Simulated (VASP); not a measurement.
Here is a VASP 6.6.1 calculation.

The input INCAR:

```
PREC = Accurate
ENCUT = 520
EDIFF = 1E-6
ISMEAR = 0
SIGMA = 0.05
LREAL = False
LASPH = True
NELM = 60
ALGO = Normal
ISIF = 2
LWAVE = False
LCHARG = False
GGA = PE
NBANDS = 28
```

KPOINTS

```
regular mesh
0
Gamma
  8 8 8
```

File POSCAR:

```
BaTiO3
1.0
    4.1800011360      0.0000000000      0.0000000000
    0.0000000000      4.1800011360      0.0000000000
    0.0000000000      0.0000000000      3.6977388148
Ba Ti O
1 1 3
Direct
    0.0000000000      0.0000000000      0.0000000000
    0.5000000000      0.5000000000      0.5000000000
    0.5000000000      0.5000000000      0.0000000000
    0.5000000000      0.0000000000      0.5000000000
    0.0000000000      0.5000000000      0.5000000000
```

Potentials or basis: VASP PAW PBE potentials, release 64 (Ba_sv, Ti_sv, O).

Launch:

```console
$ cat potpaw_PBE.64/Ba_sv/POTCAR potpaw_PBE.64/Ti_sv/POTCAR potpaw_PBE.64/O/POTCAR > POTCAR
$ mpirun -np 1 vasp_std > vasp.out
```

(1) Estimate the band gap on the k mesh.

(2) Predict the pressure.

## Answers

(1) 1.48 eV, indirect (least direct gap 1.63 eV).

(2) 6.2 GPa.

Caveat: the cell differs from its parent crystal (strain +0.040 along x and y, -0.080 along z); spin-orbit coupling is left out, which moves the levels of the heavy elements.
